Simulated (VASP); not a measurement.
Runs of VASP 6.6.1 on Ca3P2. The structure is that of space group R-3m (No. 166), or close to it. The cells are those of the table. 

| cell | further INCAR settings | gap on the mesh (eV) | pressure (GPa) |
| --- | --- | --- | --- |
| a = 5.960 Å, angles 60.0°, 5 atoms | ALGO = Fast; EDIFF = 1e-06; NBANDS = 28 | none | -1.0 |
| a = 5.460 Å, angles 75.7°, 5 atoms | ALGO = Fast; EDIFF = 1e-07; NBANDS = 28 | none | -2.6 |
| a = 5.438 Å, angles 101.4°, 5 atoms | ALGO = Fast; EDIFF = 1e-06; NBANDS = 28 | none | (a) |
| a = 5.794 Å, angles 109.5°, 5 atoms | ALGO = Fast; EDIFF = 1e-07; NBANDS = 28 | none | -4.6 |

Alike in all rows: task single point; level LDA; potentials or basis VASP PAW LDA potentials, release 64 (Ca_sv, P); no spin polarisation; k mesh 8 × 8 × 8; cutoff (eV) 520; smearing gaussian 0.03 eV.

**Question.** Estimate the missing entries.

**Answer.** (a) -2.8.

Caveats: semilocal functionals underestimate gaps, and a narrow one can read as zero (at least some runs); the cell stands under tension (at least some runs).

A gap of «none» marks levels without a gap at the run's occupations.
